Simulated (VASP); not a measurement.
**Cu: single point with PBEsol**

Crystal: Cu.

```
Cu
1.0
     2.51285    0.00000    0.00000
    -1.25642    2.17619    0.00000
     0.00000    0.00000    8.25835
Cu
4
Direct
  0.00000 0.00000 0.00000
  0.33333 0.66667 0.25000
  0.00000 0.00000 0.50000
  0.66667 0.33333 0.75000
```

```json
{
  "Program": "VASP 6.6.1",
  "Task": "single point",
  "Functional": "PBEsol",
  "Potentials or basis": "VASP PAW PBE potentials, release 64 (Cu)",
  "Cutoff": "600 eV",
  "k mesh": "11 × 11 × 3",
  "Occupations": "methfessel-paxton, width 0.1 eV",
  "Spin": "no spin polarisation"
}
```

The pressure is 1.0 GPa. The band gap on the k mesh is zero (band 22 reaches 10.70 eV, above the bottom of band 23 at 6.18 eV).

Levels at points of the mesh, in eV from the Fermi level:
```
           k point  band 20  band 21  band 22  band 23  band 24  band 25
(0.00, 0.00, 0.00)    -2.10    -2.10    -1.80    -1.80    -1.31     3.80
```

Run time: 56 s on 1 thread of Intel(R) Xeon(R) Platinum 8259CL CPU @ 2.50GHz (Skylake/Cascade Lake), with other jobs on the host, peak memory 0.18 GiB.

Caveat: the PAW data sets were made with another functional, which shifts forces and pressure a little.
